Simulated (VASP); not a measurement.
# Rb (I4/mmm) in VASP: a series of runs

The runs below take Rb through single point, with PBEsol.

Program: VASP 6.6.1. These are calculated values, not measurements. Logs are shortened: lines on timing, memory, paths and dates and some standing lists are left out, and cuts for length are marked.

## 1. The cell of the first run

The structure is tetragonal, space group I4/mmm (No. 139). The conventional cell has a = 5.460 Å, b = 5.460 Å, c = 5.814 Å, α = 90.00°, β = 90.00°, γ = 90.00°.

## 2. Single point, PBEsol (biaxial strain in the a-b plane: -2.0 %, then relaxed in part)

Contents of INCAR:

```
SYSTEM = Rb
PREC     = Accurate       ! precision mode
ENCUT    = 520            ! plane-wave cutoff, eV
EDIFF    = 1E-6           ! SCF threshold, eV
ISMEAR   = 0              ! smearing method
SIGMA    = 0.1            ! smearing width, eV
LREAL    = .False.        ! projectors in reciprocal space
LASPH    = .True.         ! aspherical terms in the spheres
NELM     = 80             ! most SCF steps
ALGO     = Fast           ! electronic algorithm
ISIF     = 2              ! what is computed and relaxed
LWAVE    = .False.        ! write WAVECAR
LCHARG   = .False.        ! write CHGCAR
GGA      = PS             ! functional
NBANDS   = 16             ! bands
```

Contents of KPOINTS:

```
regular mesh
0
Gamma
  10 10 10
  0 0 0
```

Contents of POSCAR:

```
Rb
1.0
    5.4604111607      0.0000000000      0.0000000000
    0.0000000000      5.4604111607      0.0000000000
    0.0000000000      0.0000000000      5.8143481083
Rb
2
Direct
    0.0000000000      0.0000000000      0.0000000000
    0.5000000000      0.5000000000      0.5000000000
```

Potentials or basis: VASP PAW PBE potentials, release 64 (Rb_sv).

Run with:

```console
> cat potpaw_PBE.64/Rb_sv/POTCAR > POTCAR
> mpirun -np 1 vasp_std > vasp.out
```

OUTCAR:

```text
SYSTEM = Rb
   PREC = Accurate
   ENCUT = 520
   EDIFF = 1E-6
   ISMEAR = 0
   LREAL = .False.
   LASPH = .True.
   NELM = 80
   ISIF = 2
   GGA = PS

 ion  position               nearest neighbor table
   1  0.000  0.000  0.000-   2 4.83   2 4.83   2 4.83   2 4.83   2 4.83   2 4.83   2 4.83   2 4.83

   2  0.500  0.500  0.500-   1 4.83   1 4.83   1 4.83   1 4.83   1 4.83   1 4.83   1 4.83   1 4.83

  LATTYP: Found a simple tetragonal cell.
 ALAT       =     5.4604111607
 C/A-ratio  =     1.0648187357

  Lattice vectors:

 A1 = (   5.4604111607,   0.0000000000,   0.0000000000)
 A2 = (   0.0000000000,   5.4604111607,   0.0000000000)
 A3 = (   0.0000000000,   0.0000000000,   5.8143481083)

Analysis of symmetry for initial positions (statically):
=====================================================================
 Subroutine PRICEL returns following result:

  LATTYP: Found a body centered tetragonal cell.
 ALAT       =     5.4604111607
 C/A-ratio  =     1.0648187357

  Lattice vectors:

 A1 = (  -2.7302055803,  -2.7302055803,  -2.9071740542)
 A2 = (   2.7302055803,   2.7302055803,  -2.9071740541)
 A3 = (   2.7302055803,  -2.7302055803,   2.9071740542)

   2 primitive cells build up your supercell.

 Routine SETGRP: Setting up the symmetry group for a
 simple tetragonal supercell.

 Subroutine GETGRP returns: Found 16 space group operations
 (whereof 16 operations were pure point group operations)
 out of a pool of 16 trial point group operations.

The static configuration has the point symmetry D_4h.

Analysis of symmetry for dynamics (positions and initial velocities):
=====================================================================
 Subroutine PRICEL returns following result:

  LATTYP: Found a body centered tetragonal cell.
 ALAT       =     5.4604111607
 C/A-ratio  =     1.0648187357

  Lattice vectors:

 A1 = (  -2.7302055803,  -2.7302055803,  -2.9071740542)
 A2 = (   2.7302055803,   2.7302055803,  -2.9071740541)
 A3 = (   2.7302055803,  -2.7302055803,   2.9071740542)

   2 primitive cells build up your supercell.

 Routine SETGRP: Setting up the symmetry group for a
 simple tetragonal supercell.

 Subroutine GETGRP returns: Found 16 space group operations
 (whereof 16 operations were pure point group operations)
 out of a pool of 16 trial point group operations.

The dynamic configuration has the point symmetry D_4h.

 Subroutine INISYM returns: Found 16 space group operations
 (whereof 16 operations are pure point group operations),
 and found     2 'primitive' translations

----------------------------------------------------------------------------------------

                                     Primitive cell

  volume of cell :      86.6806

  direct lattice vectors                    reciprocal lattice vectors
    -2.730205580 -2.730205580 -2.907174054     0.000000000 -0.183136392 -0.171988326
     2.730205580  2.730205580 -2.907174054     0.183136392  0.000000000 -0.171988326
     2.730205580 -2.730205580  2.907174054     0.183136392 -0.183136392  0.000000000

  length of vectors
     4.833187975  4.833187975  4.833187975     0.251234796  0.251234796  0.258993970

  position of ions in fractional coordinates (direct lattice)
     0.000000000  0.000000000  0.000000000

  ion indices of the primitive-cell ions
   primitive index   ion index
                 1           1

----------------------------------------------------------------------------------------

 KPOINTS: regular mesh

Automatic generation of k-mesh.
 Grid dimensions read from file:
 generate k-points for:   10   10   10

 Generating k-lattice:

  Cartesian coordinates                     Fractional coordinates (reciprocal lattice)
     0.018313639  0.000000000  0.000000000     0.100000000  0.000000000  0.000000000
     0.000000000  0.018313639  0.000000000     0.000000000  0.100000000  0.000000000
     0.000000000  0.000000000  0.017198833     0.000000000  0.000000000  0.100000000

  Length of vectors
     0.018313639  0.018313639  0.017198833

  Shift w.r.t. Gamma in fractional coordinates (k-lattice)
     0.000000000  0.000000000  0.000000000

 Subroutine IBZKPT returns following result:
 ===========================================

 Found    126 irreducible k-points:

 Following reciprocal coordinates:
            Coordinates               Weight
  0.000000  0.000000  0.000000      1.000000
  0.100000  0.000000  0.000000      4.000000
  0.200000  0.000000  0.000000      4.000000
  0.300000  0.000000  0.000000      4.000000
  0.400000  0.000000  0.000000      4.000000
  0.500000  0.000000  0.000000      2.000000
[... 16 lines left out ...]
  0.100000  0.000000  0.100000      8.000000
  0.200000  0.000000  0.100000      8.000000
 [... further k-points ...]
   k-points           NKPTS =    126   k-points in BZ     NKDIM =    126   number of bands    NBANDS=     16
   number of dos      NEDOS =    301   number of ions     NIONS =      2
   total plane-waves  NPLWV =  84672
   dimension x,y,z NGX =    42 NGY =   42 NGZ =   48
   dimension x,y,z NGXF=    84 NGYF=   84 NGZF=   96
   ions per type =               2
   NGX,Y,Z   is equivalent  to a cutoff of  12.79, 12.79, 13.72 a.u.
   NGXF,Y,Z  is equivalent  to a cutoff of  25.57, 25.57, 27.45 a.u.
 SYSTEM =  Rb
   PREC   = accura    normal or accurate (medium, high low for compatibility)
   ISTART =      0    job   : 0-new  1-cont  2-samecut
   ICHARG =      2    charge: 1-file 2-atom 10-const
   ISPIN  =      1    spin polarized calculation?
   LNONCOLLINEAR =      F non collinear calculations
   LSORBIT =      F    spin-orbit coupling
   LASPH  =      T    aspherical Exc in radial PAW
   ENCUT  =  520.0 eV  38.22 Ry    6.18 a.u.  10.15 10.15 10.81*2*pi/ulx,y,z
   NELM   =     80;   NELMIN=  2; NELMDL= -5     # of ELM steps
   EDIFF  = 0.1E-05   stopping-criterion for ELM
   LREAL  =      F    real-space projection
[... 7 lines left out ...]
   TEBEG  =    0.0;   TEEND  =   0.0 temperature during run
   PSTRESS=    0.0 pullay stress
   NELECT =      18.0000    total number of electrons
   NUPDOWN=      -1.0000    fix difference up-down
   EMIN   =  10.00;   EMAX   =-10.00  energy-range for DOS
   EFERMI =   0.00;   METHOD = LEGACY
   ISMEAR =     0;   SIGMA  =   0.10  broadening in eV -4-tet -1-fermi 0-gaus
   EFERMI_NEDOS =   21; number of points for ismear=-14 and -15
   IALGO  =     68    algorithm
   IMIX   =      4    mixing-type and parameters
     AMIX     =   0.40;   BMIX     =  1.00
     AMIX_MAG =   1.60;   BMIX_MAG =  1.00
  volume/ion in A,a.u.               =      86.68       584.95
  Fermi-wavevector in a.u.,A,eV,Ry     =   0.769452  1.454054  8.055424  0.592057
  Thomas-Fermi vector in A             =   1.870444
   LORBIT       =      0    0 simple, 1 ext, 2 COOP (PROOUT), +10 PAW based schemes
   GGA     = PS    functional components
   LHFCALC =     F    Hartree Fock is set to
   AEXX    =    0.0000 exact exchange contribution
   IVDW    =     0    specifies the selected vdW correction
   LEPSILON=     F    determine dielectric tensor
   LRPA    =     F    only Hartree local field effects (RPA)
 non-spin polarized calculation
 RMM-DIIS sequential band-by-band and
 Gauss-broadening in eV      SIGMA  =   0.10
  energy-cutoff  :      520.00
  volume of cell :      173.36
 maximum number of plane-waves:      4726
 NGX is ok and might be reduce to    42
   NGX = 21   NGY = 21   NGZ = 21

 number of electron      17.9999999 magnetization

 Free energy of the ion-electron system (eV)
  ---------------------------------------------------
  ext. energy  EPLUGINS =         0.00000000
  ---------------------------------------------------
  free energy    TOTEN  =        -2.05331972 eV

  energy without entropy =       -2.04446475  energy(sigma->0) =       -2.04889224

 E-fermi :   0.0655     XC(G=0):  -5.6432

 val. band max:        0.0561478824   @ k =   0.4000   0.0000   0.5000
 cond. band min:       0.0666669142   @ k =   0.2000   0.1000   0.4000
 fundamental gap:      0.0105190318
 Fermi energy:         0.0654637364

 k-point     1 :       0.0000    0.0000    0.0000
  band No.  band energies     occupation
      1     -28.7763      2.00000
      2     -28.7668      2.00000
      3     -12.9080      2.00000
      4     -12.8941      2.00000
      5     -12.8941      2.00000
      6     -12.8181      2.00000
[... 8 lines left out ...]
     15       3.6868      0.00000
     16       3.6873      0.00000

 k-point     2 :       0.1000    0.0000    0.0000
  band No.  band energies     occupation
      1     -28.7760      2.00000
      2     -28.7670      2.00000
      3     -12.9056      2.00000
      4     -12.8944      2.00000
      5     -12.8920      2.00000
      6     -12.8223      2.00000
[... 8 lines left out ...]
     15       3.6004      0.00000
     16       3.7282      0.00000

 k-point     3 :       0.2000    0.0000    0.0000
  band No.  band energies     occupation
      1     -28.7752      2.00000
      2     -28.7676      2.00000
      3     -12.8988      2.00000
      4     -12.8949      2.00000
      5     -12.8862      2.00000
      6     -12.8337      2.00000
[... 8 lines left out ...]
     15       3.4732      0.00000
     16       3.7307      0.00000

 k-point     4 :       0.3000    0.0000    0.0000
  band No.  band energies     occupation
      1     -28.7741      2.00000
      2     -28.7685      2.00000
      3     -12.8937      2.00000
      4     -12.8883      2.00000
      5     -12.8773      2.00000
      6     -12.8494      2.00000
[... 8 lines left out ...]
     15       3.4377      0.00000
     16       3.5308      0.00000

 k-point     5 :       0.4000    0.0000    0.0000
  band No.  band energies     occupation
      1     -28.7727      2.00000
      2     -28.7697      2.00000
      3     -12.8891      2.00000
      4     -12.8752      2.00000
      5     -12.8663      2.00000
      6     -12.8659      2.00000
[... 8 lines left out ...]
     15       3.2876      0.00000
     16       3.3711      0.00000

 k-point     6 :       0.5000    0.0000    0.0000
  band No.  band energies     occupation
      1     -28.7712      2.00000
      2     -28.7712      2.00000
      3     -12.8797      2.00000
      4     -12.8797      2.00000
      5     -12.8611      2.00000
      6     -12.8611      2.00000
[... 8 lines left out ...]
     15       3.2895      0.00000
     16       3.2895      0.00000
[... 267 lines left out ...]
 k-point    21 :       0.5000    0.5000    0.0000
  band No.  band energies     occupation
      1     -28.7708      2.00000
      2     -28.7708      2.00000
      3     -12.9308      2.00000
      4     -12.9308      2.00000
      5     -12.8590      2.00000
      6     -12.8590      2.00000
[... 8 lines left out ...]
     15       4.5844      0.00000
     16       4.5864      0.00000

 k-point    22 :       0.0000    0.0000    0.1000
  band No.  band energies     occupation
      1     -28.7760      2.00000
      2     -28.7670      2.00000
      3     -12.9069      2.00000
      4     -12.8921      2.00000
      5     -12.8921      2.00000
      6     -12.8210      2.00000
[... 8 lines left out ...]
     15       3.6417      0.00000
     16       3.6428      0.00000

 k-point    23 :       0.1000    0.0000    0.1000
  band No.  band energies     occupation
      1     -28.7758      2.00000
      2     -28.7672      2.00000
      3     -12.9068      2.00000
      4     -12.8905      2.00000
      5     -12.8902      2.00000
      6     -12.8291      2.00000
[... 8 lines left out ...]
     15       3.6006      0.00000
     16       3.6306      0.00000

 k-point    24 :       0.2000    0.0000    0.1000
  band No.  band energies     occupation
      1     -28.7750      2.00000
      2     -28.7678      2.00000
      3     -12.9063      2.00000
      4     -12.8851      2.00000
      5     -12.8847      2.00000
      6     -12.8430      2.00000
[... 8 lines left out ...]
     15       3.5494      0.00000
     16       3.6314      0.00000

 [... further k-points ...]
[... 5 lines left out ...]
  --------------------------------------------------------------------------------------
  -------------------------------------------------------------------------------------
  Total       -0.0181949     -0.0181949      0.0019501      0.0000000      0.0000000     -0.0000000
  in kB       -0.1681543     -0.1681543      0.0180221      0.0000000      0.0000000     -0.0000000
  external PRESSURE =      -0.1060955 kB  Pullay stress =       0.0000000 kB

 VOLUME and BASIS-vectors are now :
 -----------------------------------------------------------------------------
  energy-cutoff  :      520.00
  volume of cell :      173.36
      direct lattice vectors                 reciprocal lattice vectors
     5.460411161  0.000000000  0.000000000     0.183136392  0.000000000  0.000000000
     0.000000000  5.460411161  0.000000000     0.000000000  0.183136392  0.000000000
     0.000000000  0.000000000  5.814348108     0.000000000  0.000000000  0.171988326

 POSITION                                       TOTAL-FORCE (eV/Angst)
 -----------------------------------------------------------------------------------
      0.00000      0.00000      0.00000         0.000000      0.000000      0.000000
      2.73021      2.73021      2.90717        -0.000000     -0.000000     -0.000000
 -----------------------------------------------------------------------------------
    total drift:                                0.000000     -0.000000     -0.000000

  FREE ENERGIE OF THE ION-ELECTRON SYSTEM (eV)
  ---------------------------------------------------
  free  energy   TOTEN  =        -2.0533197230 eV

  energy  without entropy=       -2.0444647474  energy(sigma->0) =       -2.04889224
```

It took 3.8 min on 1 thread of Intel Xeon Platinum 8124M at 3.00GHz (Skylake/Cascade Lake), shared host; peak memory 0.46 GiB.

Results:

```
Free energy            : -2.0533 eV
Pressure               : 0.0 GPa
Band gap on the k mesh : zero (bands 9 and 10 overlap by 2.00 eV)
```

Levels at points of the mesh, in eV from the Fermi level:
```tsv
k point	band 7	band 8	band 9	band 10	band 11	band 12
(0.00, 0.00, 0.00)	-12.88	-12.88	-2.05	1.13	1.31	2.95
(0.50, 0.00, 0.00)	-12.92	-12.92	-0.58	-0.58	2.33	2.33
(0.50, 0.50, 0.00)	-12.89	-12.89	0.29	0.29	0.91	0.91
(0.00, 0.00, 0.50)	-12.92	-12.92	-0.74	-0.74	2.32	2.32
(0.50, 0.00, 0.50)	-12.88	-12.88	0.18	0.18	0.76	0.76
(0.50, 0.50, 0.50)	-12.94	-12.94	1.26	1.26	1.33	1.33
```

Caveat: the cell differs from its parent crystal (biaxial strain in the a-b plane: -2.0 %, then relaxed in part); the PAW data sets were made with another functional, which shifts forces and pressure a little.

(Part 1 of 2 ends here.)

The gap in the log of VASP goes by the Fermi energy; the results here count the filled bands.